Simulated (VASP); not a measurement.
# Al3Cl in VASP: notebook, part 2 of 2

VASP 6.6.1. The steps go on from the part before.

## 3. Single point, PBE

This run uses another cell than the first one, of 20.56 Å³/atom, 1.028 times its volume.

Contents of INCAR:

```
PREC = Accurate ; ENCUT = 500
EDIFF = 1E-6 ; ISMEAR = 0
SIGMA = 0.2 ; LREAL = False
LASPH = True ; NELM = 120
ALGO = Normal ; ISIF = 2
LWAVE = False ; LCHARG = False
GGA = PE ; NBANDS = 16
GGA_COMPAT = False
```

Contents of KPOINTS:

```
regular mesh
0
Gamma
  5 5 5
```

Contents of POSCAR:

```
Al3Cl
1.0
    5.6505139160      0.0000000000      0.0000000000
   -2.8252569580      4.8934885957      0.0000000000
    0.0000000000      0.0000000000      2.9749133592
Al Cl
3 1
Direct
    0.5000000000      0.0000000000      0.3461006476
    0.0000000000      0.5000000000      0.3461006476
    0.5000000000      0.5000000000      0.3461006476
    0.0000000000      0.0000000000      0.3492180173
```

Potentials or basis: VASP PAW PBE potentials, release 64 (Al, Cl).

Command:

```sh
$ cat potpaw_PBE.64/Al/POTCAR potpaw_PBE.64/Cl/POTCAR > POTCAR
$ mpirun -np 1 vasp_std > vasp.out
```

OUTCAR:

```text
PREC = Accurate
   ENCUT = 500
   EDIFF = 1E-6
   ISMEAR = 0
   LREAL = False
   LASPH = True
   NELM = 120
   ISIF = 2
   GGA = PE

 ion  position               nearest neighbor table
   1  0.500  0.000  0.346-   2 2.83   3 2.83   3 2.83   2 2.83   4 2.83   4 2.83
   2  0.000  0.500  0.346-   3 2.83   3 2.83   1 2.83   1 2.83   4 2.83   4 2.83
   3  0.500  0.500  0.346-   2 2.83   2 2.83   1 2.83   1 2.83   4 2.83   4 2.83
   4  0.000  0.000  0.349-   1 2.83   1 2.83   3 2.83   2 2.83   2 2.83   3 2.83

  LATTYP: Found a hexagonal cell.
 ALAT       =     5.6505139160
 C/A-ratio  =     0.5264854495

  Lattice vectors:

 A1 = (   5.6505139160,   0.0000000000,   0.0000000000)
 A2 = (  -2.8252569580,   4.8934885957,   0.0000000000)
 A3 = (   0.0000000000,   0.0000000000,   2.9749133592)

Analysis of symmetry for initial positions (statically):
=====================================================================
 Subroutine PRICEL returns:
 Original cell was already a primitive cell.

 Routine SETGRP: Setting up the symmetry group for a
 hexagonal supercell.

 Subroutine GETGRP returns: Found 12 space group operations
 (whereof 12 operations were pure point group operations)
 out of a pool of 24 trial point group operations.

The static configuration has the point symmetry C_6v.

Analysis of symmetry for dynamics (positions and initial velocities):
=====================================================================
 Subroutine PRICEL returns:
 Original cell was already a primitive cell.

 Routine SETGRP: Setting up the symmetry group for a
 hexagonal supercell.

 Subroutine GETGRP returns: Found 12 space group operations
 (whereof 12 operations were pure point group operations)
 out of a pool of 24 trial point group operations.

The dynamic configuration has the point symmetry C_6v.

 Subroutine INISYM returns: Found 12 space group operations
 (whereof 12 operations are pure point group operations),
 and found     1 'primitive' translations

----------------------------------------------------------------------------------------

                                     Primitive cell

  volume of cell :      82.2585

  direct lattice vectors                    reciprocal lattice vectors
     5.650513916  0.000000000  0.000000000     0.176975053  0.102176595  0.000000000
    -2.825256958  4.893488596  0.000000000     0.000000000  0.204353189  0.000000000
     0.000000000  0.000000000  2.974913359     0.000000000  0.000000000  0.336144243

  length of vectors
     5.650513916  5.650513916  2.974913359     0.204353189  0.204353189  0.336144243

  position of ions in fractional coordinates (direct lattice)
     0.500000000  0.000000000  0.346100648
     0.000000000  0.500000000  0.346100648
     0.500000000  0.500000000  0.346100648
     0.000000000  0.000000000  0.349218017

  ion indices of the primitive-cell ions
   primitive index   ion index
                 1           1
                 2           2
                 3           3
                 4           4

----------------------------------------------------------------------------------------

 KPOINTS: regular mesh

Automatic generation of k-mesh.
[... 30 lines left out ...]
  0.400000  0.000000  0.200000     12.000000
  0.200000  0.200000  0.200000     12.000000
  0.400000  0.200000  0.200000     12.000000
  0.000000  0.000000  0.400000      2.000000
  0.200000  0.000000  0.400000     12.000000
  0.400000  0.000000  0.400000     12.000000
  0.200000  0.200000  0.400000     12.000000
  0.400000  0.200000  0.400000     12.000000
   k-points           NKPTS =     15   k-points in BZ     NKDIM =     15   number of bands    NBANDS=     16
   number of dos      NEDOS =    301   number of ions     NIONS =      4
   total plane-waves  NPLWV =  42336
   dimension x,y,z NGX =    42 NGY =   42 NGZ =   24
   dimension x,y,z NGXF=    84 NGYF=   84 NGZF=   48
   ions per type =               3   1
   NGX,Y,Z   is equivalent  to a cutoff of  12.36, 12.36, 13.41 a.u.
   NGXF,Y,Z  is equivalent  to a cutoff of  24.71, 24.71, 26.82 a.u.
 SYSTEM =  unknown system
   PREC   = accura    normal or accurate (medium, high low for compatibility)
   ISTART =      0    job   : 0-new  1-cont  2-samecut
   ICHARG =      2    charge: 1-file 2-atom 10-const
   ISPIN  =      1    spin polarized calculation?
   LNONCOLLINEAR =      F non collinear calculations
   LSORBIT =      F    spin-orbit coupling
   LASPH  =      T    aspherical Exc in radial PAW
   ENCUT  =  500.0 eV  36.75 Ry    6.06 a.u.  10.30 10.30  5.42*2*pi/ulx,y,z
   NELM   =    120;   NELMIN=  2; NELMDL= -5     # of ELM steps
   EDIFF  = 0.1E-05   stopping-criterion for ELM
   LREAL  =      F    real-space projection
   EDIFFG = 0.1E-04   stopping-criterion for IOM
   NSW    =      0    number of steps for IOM
   IBRION =     -1    ionic relax: 0-MD 1-quasi-New 2-CG
   NFREE  =      0    steps in history (QN), initial steepest desc. (CG)
   ISIF   =      2    stress and relaxation
   ISYM   =      2    0-nonsym 1-usesym 2-fastsym
   POTIM  = 0.5000    time-step for ionic-motion
   TEBEG  =    0.0;   TEEND  =   0.0 temperature during run
   PSTRESS=    0.0 pullay stress
   NELECT =      16.0000    total number of electrons
   NUPDOWN=      -1.0000    fix difference up-down
   EMIN   =  10.00;   EMAX   =-10.00  energy-range for DOS
   EFERMI =   0.00;   METHOD = LEGACY
   ISMEAR =     0;   SIGMA  =   0.20  broadening in eV -4-tet -1-fermi 0-gaus
   EFERMI_NEDOS =   21; number of points for ismear=-14 and -15
   IALGO  =     38    algorithm
   IMIX   =      4    mixing-type and parameters
     AMIX     =   0.40;   BMIX     =  1.00
     AMIX_MAG =   1.60;   BMIX_MAG =  1.00
  volume/ion in A,a.u.               =      20.56       138.78
  Fermi-wavevector in a.u.,A,eV,Ry     =   0.948538  1.792476 12.241482  0.899724
  Thomas-Fermi vector in A             =   2.076735
   LORBIT       =      0    0 simple, 1 ext, 2 COOP (PROOUT), +10 PAW based schemes
   GGA     = PE    functional components
   LHFCALC =     F    Hartree Fock is set to
   AEXX    =    0.0000 exact exchange contribution
   IVDW    =     0    specifies the selected vdW correction
   LEPSILON=     F    determine dielectric tensor
   LRPA    =     F    only Hartree local field effects (RPA)
 non-spin polarized calculation
 Gauss-broadening in eV      SIGMA  =   0.20
  energy-cutoff  :      500.00
  volume of cell :       82.26
 maximum number of plane-waves:      2101
 NGX is ok and might be reduce to    42
   NGX = 21   NGY = 21   NGZ = 11

 number of electron      15.9999998 magnetization

 Free energy of the ion-electron system (eV)
  ---------------------------------------------------
  ext. energy  EPLUGINS =         0.00000000
  ---------------------------------------------------
  free energy    TOTEN  =       -12.62095976 eV

  energy without entropy =      -12.58304000  energy(sigma->0) =      -12.60199988

 E-fermi :   5.4340     XC(G=0):  -9.4081

 val. band max:        5.3435619970   @ k =   0.4000   0.0000   0.4000
 cond. band min:       5.4864861321   @ k =   0.2000   0.2000   0.0000
 fundamental gap:      0.1429241351
 Fermi energy:         5.4339869284

 k-point     1 :       0.0000    0.0000    0.0000
  band No.  band energies     occupation
      1     -11.2697      2.00000
      2      -2.4637      2.00000
      3      -0.8130      2.00000
      4      -0.8130      2.00000
      5       1.9545      2.00000
      6       2.0791      2.00000
[... 262 lines left out ...]
      3      -0.4875      2.00000
      4      -0.0423      2.00000
      5       2.1864      2.00000
      6       2.6343      2.00000
[... 8 lines left out ...]
     15      11.2785      0.00000
     16      11.5507      0.00000

------------------------ aborting loop because EDIFF is reached ----------------------------------------

  FORCE on cell =-STRESS in cart. coord.  units (eV):
  Direction    XX          YY          ZZ          XY          YZ          ZX
  --------------------------------------------------------------------------------------
  -------------------------------------------------------------------------------------
  Total        0.2207546      0.2207546     -0.1116647      0.0000000      0.0000000      0.0000000
  in kB        4.2997140      4.2997140     -2.1749321      0.0000000      0.0000000      0.0000000
  external PRESSURE =       2.1414987 kB  Pullay stress =       0.0000000 kB

 VOLUME and BASIS-vectors are now :
 -----------------------------------------------------------------------------
  energy-cutoff  :      500.00
  volume of cell :       82.26
      direct lattice vectors                 reciprocal lattice vectors
     5.650513916  0.000000000  0.000000000     0.176975053  0.102176595  0.000000000
    -2.825256958  4.893488596  0.000000000     0.000000000  0.204353189  0.000000000
     0.000000000  0.000000000  2.974913359     0.000000000  0.000000000  0.336144243

 POSITION                                       TOTAL-FORCE (eV/Angst)
 -----------------------------------------------------------------------------------
      2.82526      0.00000      1.02962        -0.000000      0.000000      0.002117
     -1.41263      2.44674      1.02962         0.000000     -0.000000      0.002117
      1.41263      2.44674      1.02962        -0.000000     -0.000000      0.002117
      0.00000      0.00000      1.03889        -0.000000      0.000000     -0.006352
 -----------------------------------------------------------------------------------
    total drift:                               -0.000000     -0.000000     -0.000127

  FREE ENERGIE OF THE ION-ELECTRON SYSTEM (eV)
  ---------------------------------------------------
  free  energy   TOTEN  =       -12.6209597583 eV

  energy  without entropy=      -12.5830400025  energy(sigma->0) =      -12.60199988
```

OSZICAR:

```text
N       E                     dE             d eps       ncg     rms          rms(c)
DAV:   1     0.346695260156E+02    0.34670E+02   -0.57409E+03   480   0.791E+02
DAV:   2    -0.962163823577E+01   -0.44291E+02   -0.39997E+02   656   0.115E+02
DAV:   3    -0.127192753062E+02   -0.30976E+01   -0.30791E+01   640   0.310E+01
DAV:   4    -0.127512787037E+02   -0.32003E-01   -0.32001E-01   608   0.395E+00
DAV:   5    -0.127519226649E+02   -0.64396E-03   -0.64393E-03   648   0.562E-01    0.769E+00
DAV:   6    -0.126607059987E+02    0.91217E-01   -0.58353E-02   592   0.116E+00    0.477E+00
DAV:   7    -0.126210754086E+02    0.39631E-01   -0.96714E-02   560   0.147E+00    0.375E-01
DAV:   8    -0.126210945931E+02   -0.19184E-04   -0.47548E-03   624   0.384E-01    0.116E-01
DAV:   9    -0.126209389674E+02    0.15563E-03   -0.49829E-04   632   0.124E-01    0.810E-02
DAV:  10    -0.126209572249E+02   -0.18257E-04   -0.47555E-05   616   0.404E-02    0.159E-02
DAV:  11    -0.126209594739E+02   -0.22491E-05   -0.22622E-06   600   0.109E-02    0.656E-03
DAV:  12    -0.126209597583E+02   -0.28432E-06   -0.44078E-07   392   0.464E-03
   1 F= -.12620960E+02 E0= -.12602000E+02  d E =-.379198E-01
```

stdout:

```text
POSCAR found type information on POSCAR AlCl
 POSCAR found :  2 types and       4 ions
 scaLAPACK will be used
 LDA part: xc-table for (Slater+PW92), standard interpolation
 POSCAR, INCAR and KPOINTS ok, starting setup
 FFT: planning ... GRIDC
 FFT: planning ... GRID_SOFT
 FFT: planning ... GRID
 WAVECAR not read
 entering main loop
```

It took 21 s on 1 thread of Intel Xeon 6975P-C, shared host; peak memory 0.19 GiB.

Results:

| Quantity | Value |
| --- | --- |
| Free energy | -12.6210 eV |
| Pressure | 0.2 GPa |
| Largest force | 0.006 eV/Å |
| Band gap on the k mesh | zero (band 8 reaches 5.98 eV, above the bottom of band 9 at 4.62 eV) |

Forces on the atoms (eV/Å):
```
Al   0.000  0.000  0.002
Al   0.000  0.000  0.002
Al   0.000  0.000  0.002
Cl   0.000  0.000 -0.006
```

Levels at points of the mesh, in eV from the Fermi level:
```csv
k point,band 5,band 6,band 7,band 8,band 9,band 10,band 11,band 12
"(0.00, 0.00, 0.00)",-3.48,-3.35,-3.35,-1.76,2.43,2.43,6.00,7.14
```

Caveat: the k points lie up to 0.42 Å⁻¹ apart.

## 4. Single point, PBE

This run uses another cell than the first one, of 24.89 Å³/atom, 1.244 times its volume.

Contents of INCAR:

```
ALGO = Normal
EDIFF = 1E-6
ENCUT = 500
GGA = PE
GGA_COMPAT = F
ISIF = 2
ISMEAR = 0
LASPH = T
LCHARG = F
LREAL = F
LWAVE = F
NBANDS = 16
NELM = 120
PREC = Accurate
SIGMA = 0.2
```

Contents of KPOINTS:

```
k-points
0
Gamma
  5 5 4
```

Contents of POSCAR:

```
Al3Cl
1.0
    4.6928226262     -0.0000000032      0.0000000000
   -2.3464113103      4.0641036114      0.0000000000
    0.0000000000      0.0000000000      5.2194023778
Al Cl
3 1
Direct
    0.3333333333      0.6666666667      0.0000000000
    0.6666666667      0.3333333333      0.0000000000
    0.0000000000      0.0000000000      0.0000000000
    0.0000000000      0.0000000000      0.5000000000
```

Command:

```sh
$ cat potpaw_PBE.64/Al/POTCAR potpaw_PBE.64/Cl/POTCAR > POTCAR
$ mpirun -np 1 vasp_std > vasp.out
```

Run time: 24 s. Hardware: 1 thread of Intel Xeon 6975P-C, shared host; peak memory 0.21 GiB.

The run converged. Its results:

| Item | Value |
| --- | --- |
| Free energy | -12.8613 eV |
| Pressure | 0.2 GPa |
| Band gap on the k mesh | zero (band 8 reaches 4.52 eV, above the bottom of band 9 at 2.92 eV) |

Stress tensor (GPa, compression positive):
```
 0.33  0.00  0.00
 0.00  0.33  0.00
 0.00  0.00 -0.05
```

Levels at points of the mesh, in eV from the Fermi level:
```
           k point  band 4  band 5  band 6  band 7  band 8  band 9  band 10  band 11  band 12  band 13
(0.00, 0.00, 0.00)   -3.87   -3.87   -1.21   -1.21   -0.52   -0.52     0.21     0.43     0.70     4.03
(0.00, 0.00, 0.50)   -3.61   -3.61   -1.87   -1.25   -1.25   -1.12    -1.12     0.89     2.13     4.00
```

## 5. The runs side by side

| cell | k mesh | gap on the mesh (eV) | pressure (GPa) | largest force (eV/Å) |
| --- | --- | --- | --- | --- |
| a = 3.021, b = 3.021, c = 10.125 Å, angles 90.0, 90.0, 120.0°, 4 atoms | 6 × 6 × 3 | none | -0.2 | 0.06 |
| a = 5.651, b = 5.651, c = 2.975 Å, angles 90.0, 90.0, 120.0°, 4 atoms | 5 × 5 × 5 | none | 0.2 | 0.01 |
| a = 4.693, b = 4.693, c = 5.219 Å, angles 90.0, 90.0, 120.0°, 4 atoms | 5 × 5 × 4 | none | 0.2 | - |

Alike in all rows: task single point; level PBE; potentials or basis VASP PAW PBE potentials, release 64 (Al, Cl); no spin polarisation; cutoff (eV) 500; smearing gaussian 0.2 eV.

Caveats: some runs use coarse meshes.

Absolute energies hang on the potentials; compare differences alone.
